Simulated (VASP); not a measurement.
# AlP: single point with PBEsol

Crystal: AlP.

```
CELL_PARAMETERS angstrom
0.00000 2.65035 2.65035
2.65035 0.00000 2.65035
2.65035 2.65035 0.00000
ATOMIC_POSITIONS crystal
Al 0.00000 0.00000 0.00000
P 0.75000 0.75000 0.75000
```

```json
{
  "Program": "VASP 6.6.1",
  "Task": "single point",
  "Functional": "PBEsol",
  "Potentials or basis": "VASP PAW PBE potentials, release 64 (Al, P)",
  "Cutoff": "500 eV",
  "k mesh": "8 × 8 × 8",
  "Occupations": "gaussian, width 0.01 eV",
  "Spin": "no spin polarisation"
}
```

* Pressure: 10.0 GPa
* Band gap on the k mesh: 1.25 eV (least direct gap 3.56 eV)

Levels at points of the mesh, in eV from the valence-band top:
```tsv
k point	band 1	band 2	band 3	band 4	band 5	band 6	band 7	band 8	band 9
(0.00, 0.00, 0.00)	-12.06	0.00	0.00	0.00	3.96	4.63	4.63	4.63	8.90
(0.50, 0.00, 0.00)	-10.14	-6.00	-0.82	-0.82	3.06	4.76	4.76	8.31	11.80
(0.50, 0.50, 0.00)	-9.37	-5.66	-2.31	-2.31	1.25	2.32	11.74	11.74	12.46
```

It took 10 s on 1 thread of Intel(R) Xeon(R) Platinum 8375C CPU @ 2.90GHz (Ice Lake) (shared host), peak memory 0.15 GiB.

Caveat: the cell stands under pressure; the PAW data sets were made with another functional, which shifts forces and pressure a little. A k mesh can miss the band edges.
